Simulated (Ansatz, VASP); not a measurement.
# One calculation of TePb, two programs

POSCAR

```
TePb
1.0
    3.9481954097      0.0000000000      0.0000000000
    0.0000000000      3.9481954097      0.0000000000
    0.0000000000      0.0000000000      3.9481954097
Pb Te
1 1
Direct
    0.0000000000      0.0000000000      0.0000000000
    0.5000000000      0.5000000000      0.5000000000
```

File INCAR.step1:

```
SYSTEM = TePb
ALGO = Normal ; EDIFF = 1E-4
ENCUT = 520 ; GGA = PE
ISMEAR = -1 ; LASPH = .True.
LCHARG = .False. ; LREAL = .False.
LWAVE = .True. ; NBANDS = 17
NELM = 60 ; PREC = Accurate
SIGMA = 0.05
```

The input INCAR.step2:

```
SYSTEM = TePb
ALGO = Normal ; EDIFF = 1E-6
ENCUT = 520 ; ISIF = 2
ISMEAR = -1 ; ISTART = 1
LASPH = .True. ; LCHARG = .True.
LELF = .True. ; LMIXTAU = .True.
LREAL = .False. ; LVHAR = .True.
LWAVE = .False. ; METAGGA = R2SCAN
NBANDS = 17 ; NELM = 60
PREC = Accurate ; SIGMA = 0.05
```

Contents of KPOINTS:

```
k-points
0
Gamma
  7 7 7
  0 0 0
```

input.yaml

```yaml
crystal:
  lattice:
    - [3.9481954097, 0.0, 0.0]
    - [0.0, 3.9481954097, 0.0]
    - [0.0, 0.0, 3.9481954097]
  atoms:
    - { symbol: Pb, position: [0.0, 0.0, 0.0] }
    - { symbol: Te, position: [0.5, 0.5, 0.5] }
hamiltonian:
  xc: r2scan
  pseudopotentials: { kind: paw }
kpoints:
  mp_grid: { grid: [7, 7, 7] }
scf:
  occupations: { method: fermi_dirac, width: 0.05 }
output:
  forces: true
  stress: true
  eigenvalues: true
  write_density: true
  write_potential: true
  elf: true
  volumetric_format: npy
```

Alike in both runs: task single point; functional r2SCAN; k mesh 7 × 7 × 7; occupations fermi-dirac, width 0.05 eV; no spin polarisation.

|  | VASP | Ansatz |
| --- | --- | --- |
| version | VASP 6.6.1 | Ansatz 0.2.0 |
| potentials or method | VASP PAW PBE potentials, release 64 (Pb_d, Te) | Ansatz PAW |
| plane-wave cutoff (eV) | 520 | 500 |
| valence electrons in the cell | 20 | 30 |

|  | VASP | Ansatz | Ansatz less VASP |
| --- | --- | --- | --- |
| gap on the k mesh at the Fermi level (eV) | none | none | - |
| pressure (GPa) | 1.7 | 1.7 | 0.00 |

VASP's potentials were made for PBE, not for r2SCAN. A gap of «none» marks a metal or a gap that the smearing closes. VASP's potentials hold 20 valence electrons a cell and Ansatz's 30, so a difference there can come from the potentials and not from the codes.

Spin-orbit coupling is off throughout.
